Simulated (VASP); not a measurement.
Set up this calculation in VASP 6.6.1, as the native input.

```yaml
Task: single point
Functional: PBE
Potentials_or_basis: VASP PAW PBE potentials, release 64 (Sb, Ga_d)
Cutoff: 520 eV
k_mesh: 8 × 8 × 8
Occupations: gaussian, width 0.014 eV
Spin: no spin polarisation
Dipole_correction: no
Further_INCAR_settings: ALGO = Normal; EDIFF = 1e-07; NBANDS = 16
```

The structure of GaSb lies in POSCAR:

```
GaSb
1.0
    0.0000000000      3.0590000000      3.0590000000
    3.0590000000      0.0000000000      3.0590000000
    3.0590000000      3.0590000000      0.0000000000
Sb Ga
1 1
Direct
    0.7500000000      0.7500000000      0.7500000000
    0.0000000000      0.0000000000      0.0000000000
```

One way to write it, as run:

INCAR

```
SYSTEM = GaSb
PREC = Accurate
ENCUT = 520
EDIFF = 1E-7
ISMEAR = 0
SIGMA = 0.014
LREAL = .FALSE.
LASPH = .TRUE.
NELM = 60
ALGO = Normal
ISIF = 2
LWAVE = .FALSE.
LCHARG = .FALSE.
GGA = PE
NBANDS = 16
```

KPOINTS

```
regular mesh
0
G
  8 8 8
  0 0 0
```

Potentials or basis: VASP PAW PBE potentials, release 64 (Sb, Ga_d).

Launch:

```console
$ cat potpaw_PBE.64/Sb/POTCAR potpaw_PBE.64/Ga_d/POTCAR > POTCAR
$ mpirun -np 1 vasp_std > vasp.out
```

Results of the run:

```
Pressure               : 2.4 GPa
Band gap on the k mesh : 0.04 eV, direct
```

Caveat: spin-orbit coupling is left out, which moves the levels of the heavy elements.

It took 29 s on 1 thread of AMD EPYC 7R13, with other jobs on the host, peak memory 0.16 GiB.
